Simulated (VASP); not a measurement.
# In2SiH2 (P3m1) in VASP: notebook, part 2 of 2

VASP 6.6.1.

## Step 3: Single point, PBE

This run uses another cell than the first one, of 18.28 Å³/atom, 1.132 times its volume.

File INCAR:

```
PREC     = Accurate       # precision mode
ENCUT    = 500            # plane-wave cutoff, eV
EDIFF    = 1E-6           # SCF threshold, eV
ISMEAR   = 0              # smearing method
SIGMA    = 0.15           # smearing width, eV
LREAL    = False          # projectors in reciprocal space
LASPH    = True           # aspherical terms in the spheres
NELM     = 120            # most SCF steps
ALGO     = Normal         # electronic algorithm
ISIF     = 2              # what is computed and relaxed
LWAVE    = False          # write WAVECAR
LCHARG   = True           # write CHGCAR
GGA      = PE             # functional
LELF     = True           # ELF
LVHAR    = True         
NBANDS   = 24             # bands
GGA_COMPAT= False
```

File KPOINTS:

```
regular mesh
0
Gamma
  4 4 2
```

File POSCAR:

```
In2SiH2
1.0
    3.5837117282      0.0000000000      0.0000000000
   -1.7918558641      3.1035853965      0.0000000000
    0.0000000000      0.0000000000      8.2170804985
In Si H
2 1 2
Direct
    0.0000000000      0.0000000000      0.2853854733
    0.0000000000      0.0000000000      0.7740410532
    0.6666666667      0.3333333333      0.5048849058
    0.0000000000      0.0000000000      1.0680556816
    0.3333333333      0.6666666667      0.8480532762
```

Potentials or basis: VASP PAW PBE potentials, release 64 (In_d, Si, H).

Started as:

```bash
$ cat potpaw_PBE.64/In_d/POTCAR potpaw_PBE.64/Si/POTCAR potpaw_PBE.64/H/POTCAR > POTCAR
$ mpirun -np 1 vasp_std > vasp.out
```

OUTCAR:

```text
PREC = Accurate
   ENCUT = 500
   EDIFF = 1E-6
   ISMEAR = 0
   LREAL = False
   LASPH = True
   NELM = 120
   ISIF = 2
   GGA = PE

 ion  position               nearest neighbor table
   1  0.000  0.000  0.285-   4 1.79   3 2.74   3 2.74   3 2.74   2 4.02
   2  0.000  0.000  0.774-   5 2.16   5 2.16   5 2.16   4 2.42   3 3.03   3 3.03   3 3.03   1 4.02

   3  0.667  0.333  0.505-   1 2.74   1 2.74   1 2.74   2 3.03   2 3.03   2 3.03
   4  0.000  0.000  0.068-   1 1.79   2 2.42
   5  0.333  0.667  0.848-   2 2.16   2 2.16   2 2.16

  LATTYP: Found a hexagonal cell.
 ALAT       =     3.5837117282
 C/A-ratio  =     2.2928966172

  Lattice vectors:

 A1 = (   3.5837117282,   0.0000000000,   0.0000000000)
 A2 = (  -1.7918558641,   3.1035853965,   0.0000000000)
 A3 = (   0.0000000000,   0.0000000000,   8.2170804985)

Analysis of symmetry for initial positions (statically):
=====================================================================
 Subroutine PRICEL returns:
 Original cell was already a primitive cell.

 Routine SETGRP: Setting up the symmetry group for a
 hexagonal supercell.

 Subroutine GETGRP returns: Found  6 space group operations
 (whereof  6 operations were pure point group operations)
 out of a pool of 24 trial point group operations.

The static configuration has the point symmetry C_3v.

Analysis of symmetry for dynamics (positions and initial velocities):
=====================================================================
 Subroutine PRICEL returns:
 Original cell was already a primitive cell.

 Routine SETGRP: Setting up the symmetry group for a
 hexagonal supercell.

 Subroutine GETGRP returns: Found  6 space group operations
 (whereof  6 operations were pure point group operations)
 out of a pool of 24 trial point group operations.

The dynamic configuration has the point symmetry C_3v.
[... 105 lines left out ...]
   IALGO  =     38    algorithm
   IMIX   =      4    mixing-type and parameters
     AMIX     =   0.40;   BMIX     =  1.00
     AMIX_MAG =   1.60;   BMIX_MAG =  1.00
  volume/ion in A,a.u.               =      18.28       123.35
  Fermi-wavevector in a.u.,A,eV,Ry     =   1.153861  2.180481 18.114723  1.331395
  Thomas-Fermi vector in A             =   2.290502
   LORBIT       =      0    0 simple, 1 ext, 2 COOP (PROOUT), +10 PAW based schemes
   GGA     = PE    functional components
   LHFCALC =     F    Hartree Fock is set to
   AEXX    =    0.0000 exact exchange contribution
   IVDW    =     0    specifies the selected vdW correction
   LEPSILON=     F    determine dielectric tensor
   LRPA    =     F    only Hartree local field effects (RPA)
 non-spin polarized calculation
 Gauss-broadening in eV      SIGMA  =   0.15
  energy-cutoff  :      500.00
  volume of cell :       91.39
 maximum number of plane-waves:      2382
 NGX is ok and might be reduce to    28
   NGX = 13   NGY = 13   NGZ = 29

 number of electron      32.0000000 magnetization

 Free energy of the ion-electron system (eV)
  ---------------------------------------------------
  ext. energy  EPLUGINS =         0.00000000
  ---------------------------------------------------
  free energy    TOTEN  =       -15.14456967 eV

  energy without entropy =      -15.13414490  energy(sigma->0) =      -15.13935728

 E-fermi :   5.3536     XC(G=0):  -9.2426

 val. band max:        5.0863153226   @ k =   0.5000  -0.0000   0.5000
 cond. band min:       5.4551279148   @ k =   0.2500   0.2500   0.5000
 fundamental gap:      0.3688125923
 Fermi energy:         5.3535893876

 k-point     1 :       0.0000    0.0000    0.0000
  band No.  band energies     occupation
      1      -9.5383      2.00000
      2      -9.4639      2.00000
      3      -9.4639      2.00000
      4      -9.4413      2.00000
      5      -9.4413      2.00000
      6      -9.4374      2.00000
[... 205 lines left out ...]
     23      12.4367      0.00000
     24      13.1440      0.00000

------------------------ aborting loop because EDIFF is reached ----------------------------------------

  FORCE on cell =-STRESS in cart. coord.  units (eV):
  Direction    XX          YY          ZZ          XY          YZ          ZX
  --------------------------------------------------------------------------------------
  -------------------------------------------------------------------------------------
  Total       -0.0811760     -0.0811760      0.1421556      0.0000000     -0.0000000      0.0000000
  in kB       -1.4230616     -1.4230616      2.4920697      0.0000000     -0.0000000      0.0000000
  external PRESSURE =      -0.1180179 kB  Pullay stress =       0.0000000 kB

 VOLUME and BASIS-vectors are now :
 -----------------------------------------------------------------------------
  energy-cutoff  :      500.00
  volume of cell :       91.39
      direct lattice vectors                 reciprocal lattice vectors
     3.583711728  0.000000000  0.000000000     0.279040301  0.161103993  0.000000000
    -1.791855864  3.103585397  0.000000000     0.000000000  0.322207986  0.000000000
     0.000000000  0.000000000  8.217080498     0.000000000  0.000000000  0.121697725

 POSITION                                       TOTAL-FORCE (eV/Angst)
 -----------------------------------------------------------------------------------
      0.00000      0.00000      2.34504        -0.000000      0.000000      0.016608
      0.00000      0.00000      6.36036         0.000000      0.000000      0.024793
      1.79186      1.03453      4.14868        -0.000000     -0.000000     -0.024769
      0.00000      0.00000      0.55922        -0.000000      0.000000     -0.020902
     -0.00000      2.06906      6.96852        -0.000000      0.000000      0.004270
 -----------------------------------------------------------------------------------
    total drift:                               -0.000000     -0.000000      0.000240

  FREE ENERGIE OF THE ION-ELECTRON SYSTEM (eV)
  ---------------------------------------------------
  free  energy   TOTEN  =       -15.1445696663 eV

  energy  without entropy=      -15.1341448950  energy(sigma->0) =      -15.13935728
```

It took 50 s on 1 thread of Intel Xeon 8259CL, shared host; peak memory 0.21 GiB.

What came out:

```yaml
Free_energy: -15.1446 eV
Pressure: 0.0 GPa
Largest_force: 0.025 eV/Å
Band_gap_on_the_k_mesh: zero (band 16 reaches 7.90 eV, above the bottom of band 17 at 4.15 eV)
```

Forces on the atoms (eV/Å):
```
In   0.000  0.000  0.017
In   0.000  0.000  0.025
Si   0.000  0.000 -0.025
H    0.000  0.000 -0.021
H    0.000  0.000  0.004
```

Caveat: the k points lie up to 0.51 Å⁻¹ apart; spin-orbit coupling is left out, which moves the levels of the heavy elements.
